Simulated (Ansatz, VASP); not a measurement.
## Rh in VASP and in Ansatz

```
Rh
1.0
     2.70851    0.00000    0.00000
     0.00000    2.70851    0.00000
     0.00000    0.00000   19.83040
Rh
3
Direct
  0.00000 0.00000 0.40342
  0.50000 0.50000 0.50000
  0.00000 0.00000 0.59658
```

Alike in both runs: task single point; functional PBE; k mesh 13 × 13 × 1; occupations fermi-dirac, width 0.05 eV; no spin polarisation.

|  | VASP | Ansatz |
| --- | --- | --- |
| version | VASP 6.6.1 | Ansatz 0.2.0 |
| potentials or method | VASP PAW PBE potentials, release 64 (Rh_pv), cutoff 520 eV | all-electron LAPW, scalar-relativistic |

```tsv
	VASP	Ansatz	Ansatz less VASP
rms of the force components (eV/Å)	0.305	0.307	+0.0021
```

Atom by atom the forces differ by 0.002 eV/Å (rms over components). Ansatz ran all-electron here, and VASP with PAW potentials.
